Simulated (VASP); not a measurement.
# CO2 (I-42d) in VASP: further runs

The runs below take CO2 through single point, relaxation of cell and atoms, with PBEsol.

Everything below comes from runs of VASP 6.6.1. Logs are shortened: lines on timing, memory, paths and dates and some standing lists are left out, and cuts for length are marked.

## Step 1: The cell of the first run

It takes space group I-42d (No. 122, tetragonal). The conventional cell has a = 3.918 Å, b = 3.918 Å, c = 5.936 Å, α = 90.00°, β = 90.00°, γ = 90.00°. Within 1.9 Å of C (site symmetry -4) lie 4 O at 1.39 Å. O (site symmetry 2) has 2 C at 1.39 Å within 1.9 Å.

## Step 2: Single point, PBEsol

INCAR

```
SYSTEM = CO2
PREC = Accurate ; ENCUT = 520
EDIFF = 1E-7 ; ISMEAR = 0
SIGMA = 0.02 ; LREAL = .FALSE.
LASPH = .TRUE. ; NELM = 100
ALGO = Normal ; ISIF = 2
LWAVE = .FALSE. ; LCHARG = .FALSE.
GGA = PS ; NBANDS = 25
```

KPOINTS

```
Automatic mesh
0
G
  8 8 8
  0 0 0
```

POSCAR

```
CO2
1.0
   -1.9590342456      1.9590342456      2.9680908998
    1.9590342456     -1.9590342456      2.9680908998
    1.9590342456      1.9590342456     -2.9680908998
C O
2 4
Direct
    0.0000000000      0.0000000000      0.0000000000
    0.7500000000      0.2500000000      0.5000000000
    0.3750000000      0.2922634793      0.4172634793
    0.7077365207      0.1250000000      0.0827365207
    0.8750000000      0.9577365207      0.5827365207
    0.0422634793      0.6250000000      0.9172634793
```

Potentials or basis: VASP PAW PBE potentials, release 64 (C, O).

Launch:

```console
> cat potpaw_PBE.64/C/POTCAR potpaw_PBE.64/O/POTCAR > POTCAR
> mpirun -np 1 vasp_std > vasp.out
```

OUTCAR:

```text
SYSTEM = CO2
   PREC = Accurate
   ENCUT = 520
   EDIFF = 1E-7
   ISMEAR = 0
   LREAL = .FALSE.
   LASPH = .TRUE.
   NELM = 100
   ISIF = 2
   GGA = PS

 ion  position               nearest neighbor table
   1  0.000  0.000  0.000-   3 1.39   4 1.39   5 1.39   6 1.39
   2  0.750  0.250  0.500-   3 1.39   4 1.39   5 1.39   6 1.39
   3  0.375  0.292  0.417-   1 1.39   2 1.39
   4  0.708  0.125  0.083-   1 1.39   2 1.39
   5  0.875  0.958  0.583-   1 1.39   2 1.39
   6  0.042  0.625  0.917-   1 1.39   2 1.39

  LATTYP: Found a body centered tetragonal cell.
 ALAT       =     3.9180684912
 C/A-ratio  =     1.5150786192

  Lattice vectors:

 A1 = (  -1.9590342456,   1.9590342456,   2.9680908998)
 A2 = (   1.9590342456,  -1.9590342456,   2.9680908998)
 A3 = (   1.9590342456,   1.9590342456,  -2.9680908998)

Analysis of symmetry for initial positions (statically):
=====================================================================
 Subroutine PRICEL returns:
 Original cell was already a primitive cell.

 Routine SETGRP: Setting up the symmetry group for a
 body centered tetragonal supercell.

 Subroutine GETGRP returns: Found  8 space group operations
 (whereof  4 operations were pure point group operations)
 out of a pool of 16 trial point group operations.

The static configuration has the point symmetry S_4 .
 The point group associated with its full space group is D_2d.

Analysis of symmetry for dynamics (positions and initial velocities):
=====================================================================
 Subroutine PRICEL returns:
 Original cell was already a primitive cell.

 Routine SETGRP: Setting up the symmetry group for a
 body centered tetragonal supercell.

 Subroutine GETGRP returns: Found  8 space group operations
 (whereof  4 operations were pure point group operations)
 out of a pool of 16 trial point group operations.

The dynamic configuration has the point symmetry S_4 .
 The point group associated with its full space group is D_2d.

 Subroutine INISYM returns: Found  8 space group operations
 (whereof  4 operations are pure point group operations),
 and found     1 'primitive' translations

----------------------------------------------------------------------------------------

                                     Primitive cell

  volume of cell :      45.5639

  direct lattice vectors                    reciprocal lattice vectors
    -1.959034246  1.959034246  2.968090900     0.000000000  0.255227800  0.168458453
     1.959034246 -1.959034246  2.968090900     0.255227800  0.000000000  0.168458453
     1.959034246  1.959034246 -2.968090900     0.255227800  0.255227800  0.000000000

  length of vectors
     4.060196293  4.060196293  4.060196293     0.305809549  0.305809549  0.360946616

  position of ions in fractional coordinates (direct lattice)
     0.000000000  0.000000000  0.000000000
     0.750000000  0.250000000  0.500000000
     0.375000000  0.292263479  0.417263479
     0.707736521  0.125000000  0.082736521
     0.875000000  0.957736521  0.582736521
     0.042263479  0.625000000  0.917263479

  ion indices of the primitive-cell ions
   primitive index   ion index
                 1           1
                 2           2
                 3           3
                 4           4
                 5           5
                 6           6

----------------------------------------------------------------------------------------

 KPOINTS: Automatic mesh

Automatic generation of k-mesh.
 Grid dimensions read from file:
 generate k-points for:    8    8    8

 Generating k-lattice:

  Cartesian coordinates                     Fractional coordinates (reciprocal lattice)
     0.000000000  0.031903475  0.021057307     0.125000000 -0.000000000  0.000000000
     0.031903475  0.000000000  0.021057307    -0.000000000  0.125000000  0.000000000
     0.031903475  0.031903475  0.000000000     0.000000000  0.000000000  0.125000000

  Length of vectors
     0.038226194  0.038226194  0.045118327

  Shift w.r.t. Gamma in fractional coordinates (k-lattice)
     0.000000000  0.000000000  0.000000000

 Subroutine IBZKPT returns following result:
 ===========================================

 Found     59 irreducible k-points:

 Following reciprocal coordinates:
            Coordinates               Weight
  0.000000  0.000000  0.000000      1.000000
  0.125000 -0.000000  0.000000      8.000000
  0.250000 -0.000000  0.000000      8.000000
  0.375000  0.000000 -0.000000      8.000000
  0.500000 -0.000000  0.000000      4.000000
  0.125000  0.125000  0.000000      8.000000
[... 16 lines left out ...]
  0.250000  0.125000  0.125000     16.000000
  0.375000  0.125000  0.125000      8.000000
 [... further k-points ...]
   k-points           NKPTS =     59   k-points in BZ     NKDIM =     59   number of bands    NBANDS=     25
   number of dos      NEDOS =    301   number of ions     NIONS =      6
   total plane-waves  NPLWV =  27000
   dimension x,y,z NGX =    30 NGY =   30 NGZ =   30
   dimension x,y,z NGXF=    60 NGYF=   60 NGZF=   60
   ions per type =               2   4
   NGX,Y,Z   is equivalent  to a cutoff of  12.28, 12.28, 12.28 a.u.
   NGXF,Y,Z  is equivalent  to a cutoff of  24.57, 24.57, 24.57 a.u.
 SYSTEM =  CO2
   PREC   = accura    normal or accurate (medium, high low for compatibility)
   ISTART =      0    job   : 0-new  1-cont  2-samecut
   ICHARG =      2    charge: 1-file 2-atom 10-const
   ISPIN  =      1    spin polarized calculation?
   LNONCOLLINEAR =      F non collinear calculations
   LSORBIT =      F    spin-orbit coupling
   LASPH  =      T    aspherical Exc in radial PAW
   ENCUT  =  520.0 eV  38.22 Ry    6.18 a.u.   7.55  7.55  7.55*2*pi/ulx,y,z
   NELM   =    100;   NELMIN=  2; NELMDL= -5     # of ELM steps
   EDIFF  = 0.1E-06   stopping-criterion for ELM
   LREAL  =      F    real-space projection
   EDIFFG = 0.1E-05   stopping-criterion for IOM
   NSW    =      0    number of steps for IOM
   IBRION =     -1    ionic relax: 0-MD 1-quasi-New 2-CG
   NFREE  =      0    steps in history (QN), initial steepest desc. (CG)
   ISIF   =      2    stress and relaxation
   ISYM   =      2    0-nonsym 1-usesym 2-fastsym
   POTIM  = 0.5000    time-step for ionic-motion
   TEBEG  =    0.0;   TEEND  =   0.0 temperature during run
   PSTRESS=    0.0 pullay stress
   NELECT =      32.0000    total number of electrons
   NUPDOWN=      -1.0000    fix difference up-down
   EMIN   =  10.00;   EMAX   =-10.00  energy-range for DOS
   EFERMI =   0.00;   METHOD = LEGACY
   ISMEAR =     0;   SIGMA  =   0.02  broadening in eV -4-tet -1-fermi 0-gaus
   EFERMI_NEDOS =   21; number of points for ismear=-14 and -15
   IALGO  =     38    algorithm
   IMIX   =      4    mixing-type and parameters
     AMIX     =   0.40;   BMIX     =  1.00
     AMIX_MAG =   1.60;   BMIX_MAG =  1.00
  volume/ion in A,a.u.               =       7.59        51.25
  Fermi-wavevector in a.u.,A,eV,Ry     =   1.455183  2.749898 28.811137  2.117559
  Thomas-Fermi vector in A             =   2.572248
   LORBIT       =      0    0 simple, 1 ext, 2 COOP (PROOUT), +10 PAW based schemes
   GGA     = PS    functional components
   LHFCALC =     F    Hartree Fock is set to
   AEXX    =    0.0000 exact exchange contribution
   IVDW    =     0    specifies the selected vdW correction
   LEPSILON=     F    determine dielectric tensor
   LRPA    =     F    only Hartree local field effects (RPA)
 non-spin polarized calculation
 Gauss-broadening in eV      SIGMA  =   0.02
  energy-cutoff  :      520.00
  volume of cell :       45.56
 maximum number of plane-waves:      1242
   NGX = 15   NGY = 15   NGZ = 15

 number of electron      31.9999977 magnetization

 Free energy of the ion-electron system (eV)
  ---------------------------------------------------
  ext. energy  EPLUGINS =         0.00000000
  ---------------------------------------------------
  free energy    TOTEN  =       -46.10738239 eV

  energy without entropy =      -46.10738239  energy(sigma->0) =      -46.10738239

 E-fermi :   2.5387     XC(G=0): -11.5163

 val. band max:        2.4158776305   @ k =   0.5000  -0.0000   0.0000
 cond. band min:       9.9918140121   @ k =   0.0000   0.0000   0.0000
 fundamental gap:      7.5759363816
 Fermi energy:         2.5387308570

 k-point     1 :       0.0000    0.0000    0.0000
  band No.  band energies     occupation
      1     -21.8264      2.00000
      2     -16.5831      2.00000
      3     -16.5831      2.00000
      4     -15.8748      2.00000
      5     -12.2786      2.00000
      6      -7.4568      2.00000
[... 17 lines left out ...]
     24      17.6070      0.00000
     25      17.6070      0.00000

 k-point     2 :       0.1250   -0.0000    0.0000
  band No.  band energies     occupation
      1     -21.7221      2.00000
      2     -16.8274      2.00000
      3     -16.6118      2.00000
      4     -16.0196      2.00000
      5     -11.9451      2.00000
      6      -7.4377      2.00000
[... 17 lines left out ...]
     24      17.5390      0.00000
     25      17.7440      0.00000

 k-point     3 :       0.2500   -0.0000    0.0000
  band No.  band energies     occupation
      1     -21.4287      2.00000
      2     -17.5205      2.00000
      3     -16.6699      2.00000
      4     -16.1820      2.00000
      5     -11.2779      2.00000
      6      -7.4123      2.00000
[... 552 lines left out ...]
 k-point    23 :       0.2500    0.1250    0.1250
  band No.  band energies     occupation
      1     -20.7622      2.00000
      2     -18.6228      2.00000
      3     -16.7854      2.00000
      4     -16.3821      2.00000
      5     -10.3143      2.00000
      6      -8.0293      2.00000
[... 17 lines left out ...]
     24      17.0263      0.00000
     25      17.5629      0.00000

 k-point    24 :       0.3750    0.1250    0.1250
  band No.  band energies     occupation
      1     -20.5166      2.00000
      2     -18.9558      2.00000
      3     -16.8011      2.00000
      4     -16.4344      2.00000
      5     -10.0905      2.00000
      6      -8.0272      2.00000
[... 17 lines left out ...]
     24      16.8242      0.00000
     25      17.6516      0.00000

 [... further k-points ...]

------------------------ aborting loop because EDIFF is reached ----------------------------------------

  FORCE on cell =-STRESS in cart. coord.  units (eV):
  Direction    XX          YY          ZZ          XY          YZ          ZX
  --------------------------------------------------------------------------------------
  -------------------------------------------------------------------------------------
  Total        0.5253466      0.5253466      0.4344435      0.0000000      0.0000000      0.0000000
  in kB       18.4729079     18.4729079     15.2764569      0.0000000      0.0000000      0.0000000
  external PRESSURE =      17.4074242 kB  Pullay stress =       0.0000000 kB

 VOLUME and BASIS-vectors are now :
 -----------------------------------------------------------------------------
  energy-cutoff  :      520.00
  volume of cell :       45.56
      direct lattice vectors                 reciprocal lattice vectors
    -1.959034246  1.959034246  2.968090900     0.000000000  0.255227800  0.168458453
     1.959034246 -1.959034246  2.968090900     0.255227800  0.000000000  0.168458453
     1.959034246  1.959034246 -2.968090900     0.255227800  0.255227800  0.000000000

 POSITION                                       TOTAL-FORCE (eV/Angst)
 -----------------------------------------------------------------------------------
      0.00000      0.00000      0.00000         0.000000      0.000000      0.000000
     -0.00000      1.95903      1.48405         0.000000      0.000000      0.000000
      0.65535      0.97952      0.74202         0.098166      0.000000      0.000000
     -0.97952      1.30368      2.22607         0.000000     -0.098166      0.000000
      1.30368      0.97952      3.71011        -0.098166      0.000000      0.000000
      2.93855      0.65535     -0.74202         0.000000      0.098166      0.000000
 -----------------------------------------------------------------------------------
    total drift:                                0.000002      0.000002      0.000003

  FREE ENERGIE OF THE ION-ELECTRON SYSTEM (eV)
  ---------------------------------------------------
  free  energy   TOTEN  =       -46.1073823898 eV

  energy  without entropy=      -46.1073823898  energy(sigma->0) =      -46.10738239
```

Wall time 29 s (1 thread of Intel Xeon 6975P-C (Granite Rapids), shared host); peak memory 0.19 GiB.

Results:

```
Free energy            : -46.1074 eV
Pressure               : 1.7 GPa
Largest force          : 0.098 eV/Å
Band gap on the k mesh : 7.58 eV, indirect (least direct gap 8.02 eV)
```

Forces in eV/Å, atoms in the order of the input:
```
C    0.000  0.000  0.000
C    0.000  0.000  0.000
O    0.098  0.000  0.000
O    0.000 -0.098  0.000
O   -0.098  0.000  0.000
O    0.000  0.098  0.000
```

Caveat: the PAW data sets were made with another functional, which shifts forces and pressure a little. A k mesh can miss the band edges.

## Step 3: Relaxation of cell and atoms, PBEsol

This run uses another cell than the first one, of 7.58 Å³/atom, 0.998 times its volume.

INCAR

```
SYSTEM = CO2
PREC = Accurate ; ENCUT = 600
EDIFF = 1E-6 ; ISMEAR = 0
SIGMA = 0.02 ; LREAL = .FALSE.
LASPH = .TRUE. ; NELM = 100
ALGO = Normal ; ISIF = 3
LWAVE = .FALSE. ; LCHARG = .FALSE.
GGA = PS ; IBRION = 2
NSW = 100 ; EDIFFG = -0.005
```

KPOINTS

```
regular mesh
0
G
  8 8 8
  0 0 0
```

POSCAR

```
CO2
1.0
   -1.9538211185      1.9538211185      2.9778470532
    1.9538211185     -1.9538211185      2.9778470532
    1.9538211185      1.9538211185     -2.9778470532
C O
2 4
Direct
    0.0000000000      0.0000000000      0.0000000000
    0.7500000000      0.2500000000      0.5000000000
    0.3750000000      0.2930743084      0.4180743084
    0.7069256916      0.1250000000      0.0819256916
    0.8750000000      0.9569256916      0.5819256916
    0.0430743084      0.6250000000      0.9180743084
```

Potentials or basis: VASP PAW PBE potentials, release 64 (C, O).

Launch:

```console
> cat potpaw_PBE.64/C/POTCAR potpaw_PBE.64/O/POTCAR > POTCAR
> mpirun -np 1 vasp_std > vasp.out
```

It took 61 s on 1 thread of Intel Xeon 6975P-C (Granite Rapids), shared host; peak memory 0.2 GiB.

The run converged. Its results:

```
Free energy                            : -46.1283 eV
Relaxed volume                         : 7.61 Å³/atom
Relaxed cell                           : a = 4.064 Å, b = 4.064 Å, c = 4.064 Å, α = 122.32°, β = 122.32°, γ = 86.03°
Space group after relaxing (to 0.05 Å) : I-42d (No. 122)
Energy gained by relaxing              : 0.2 meV/atom
Ionic steps                            : 7
Pressure after relaxing                : 0.1 GPa
Band gap on the k mesh                 : 7.56 eV, indirect (least direct gap 7.99 eV)
```

Step by step:
| step | energy change (eV) | largest force (eV/Å) | pressure (GPa) | volume (Å³) |
| --- | --- | --- | --- | --- |
| 1 | 0.0000 | 0.0817 | 1.25 | 45.47 |
| 2 | 0.0012 | 0.1471 | -1.95 | 45.86 |
| 3 | -0.0009 | 0.0103 | -0.02 | 45.62 |
| 4 | -0.0010 | 0.0096 | -0.02 | 45.63 |
| 5 | -0.0012 | 0.0092 | 0.04 | 45.64 |
| 6 | -0.0012 | 0.0091 | 0.05 | 45.64 |
| 7 | -0.0012 | 0.0003 | 0.06 | 45.67 |

Final structure:
```yaml
crystal:
  lattice:
    - [-1.96017, 1.96017, 2.97129]
    - [1.96017, -1.96017, 2.97129]
    - [1.96017, 1.96017, -2.97129]
  atoms:
    - { symbol: C, position: [0.00000, 0.00000, 0.00000] }
    - { symbol: C, position: [0.75000, 0.25000, 0.50000] }
    - { symbol: O, position: [0.37500, 0.29296, 0.41796] }
    - { symbol: O, position: [0.70704, 0.12500, 0.08204] }
    - { symbol: O, position: [0.87500, 0.95704, 0.58204] }
    - { symbol: O, position: [0.04296, 0.62500, 0.91796] }
```

Levels at points of the mesh, in eV from the valence-band top:
| k point | band 12 | band 13 | band 14 | band 15 | band 16 | band 17 | band 18 | band 19 | band 20 |
| --- | --- | --- | --- | --- | --- | --- | --- | --- | --- |
| (0.00, 0.00, 0.00) | -1.29 | -1.29 | -0.89 | -0.89 | -0.44 | 7.56 | 9.37 | 9.39 | 9.39 |
| (0.50, 0.00, 0.00) | -2.32 | -1.74 | -1.44 | -0.44 | 0.00 | 8.29 | 9.56 | 9.77 | 10.34 |
| (0.50, 0.50, 0.00) | -2.72 | -0.66 | -0.66 | -0.54 | -0.54 | 9.01 | 9.01 | 9.96 | 9.96 |
| (0.50, 0.50, 0.50) | -3.13 | -2.90 | -2.90 | -0.03 | -0.03 | 8.86 | 8.86 | 10.80 | 10.80 |

Caveat: the PAW data sets were made with another functional, which shifts forces and pressure a little.

[end of part 1 of 2]
